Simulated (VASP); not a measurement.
Set up this calculation in VASP 6.6.1, as the native input.

| Quantity | Value |
| --- | --- |
| Task | single point |
| Functional | PBE |
| Potentials or basis | VASP PAW PBE potentials, release 64 (Al, As) |
| Cutoff | 520 eV |
| k mesh | 2 × 2 × 2 |
| Occupations | fermi-dirac, width 0.05 eV |
| Spin | no spin polarisation |
| Dipole correction | no |
| Further INCAR settings | LREAL = Auto; ALGO = Normal; EDIFF = 1e-06; NBANDS = 72 |

The structure of Al32As (a cell with a defect) lies in POSCAR:

```
Al32As
1.0
    8.1000000000      0.0000000000      0.0000000000
    0.0000000000      8.1000000000      0.0000000000
    0.0000000000      0.0000000000      8.1000000000
Al As
32 1
Direct
    0.5001129689      0.0002410247     -0.0135257661
    0.7518910451      0.2483984666     -0.0018402903
    0.7635771292      0.0002411690      0.2499406802
    0.0000958670      0.0001704511     -0.0035124865
    0.2483124291      0.2483929620     -0.0018430680
    0.5000594239      0.5001059293     -0.0554546940
    0.7518832767      0.7519648255     -0.0018323691
    0.2365990009      0.0002412247      0.2499415905
    0.5000611346      0.1951382967      0.2499848204
    0.8055290444      0.5001054997      0.2499859959
    0.5001119794      0.0002410954      0.5134502553
    0.7518933906      0.2483938604      0.5017385626
    0.7535650000      0.0001706985      0.7499541182
    0.0001358520      0.5002006410     -0.0135273917
    0.2483216125      0.7519689939     -0.0018372993
    0.0001363373      0.2366650610      0.2499419400
    0.1949496891      0.5001082210      0.2499851142
    0.5000588720      0.8057101121      0.2499862361
    0.0000951359      0.0001692023      0.5034117925
    0.2483092165      0.2483891331      0.5017422277
    0.5000600965      0.5001072288      0.5551324653
    0.7518872198      0.7519681580      0.5017292855
    0.2466399162      0.0001692581      0.7499549337
    0.5001115057      0.2366629339      0.7499230045
    0.7635806192      0.5002007465      0.7499229372
    0.0001357121      0.7636479808      0.2499403552
    0.0001359848      0.5001988233      0.5134519243
    0.2483169793      0.7519713803      0.5017349316
    0.0000948313      0.2467196898      0.7499552735
    0.2365952584      0.5001986881      0.7499230468
    0.5001134075      0.7636497861      0.7499229610
    0.0000964686      0.7536445544      0.7499537691
    0.5002855953      0.5005062039      0.2497939438
```

The input as run:

INCAR

```
  PREC = Accurate
  ENCUT = 520
  EDIFF = 1E-6
  ISMEAR = -1
  SIGMA = 0.05
  LREAL = Auto
  LASPH = T
  NELM = 100
  ALGO = Normal
  ISIF = 2
  LWAVE = F
  LCHARG = F
  GGA = PE
  NBANDS = 72
```

KPOINTS

```
Automatic mesh
0
Gamma
  2 2 2
```

Potentials or basis: VASP PAW PBE potentials, release 64 (Al, As).

Launch:

```sh
$ cat potpaw_PBE.64/Al/POTCAR potpaw_PBE.64/As/POTCAR > POTCAR
$ mpirun -np 1 vasp_std > vasp.out
```

It gave:

| Item | Value |
| --- | --- |
| Pressure | 4.2 GPa |
| Largest force | 0.023 eV/Å |
| Band gap on the k mesh | zero (an odd number of electrons rules out a gap without spin polarisation) |

Caveat: the k points lie up to 0.39 Å⁻¹ apart, too coarse for converged energies and pressures of a metal.

It took 2.8 min on 1 thread of AMD EPYC 9R45 96-Core Processor (Zen 5), on a shared host, peak memory 0.54 GiB.
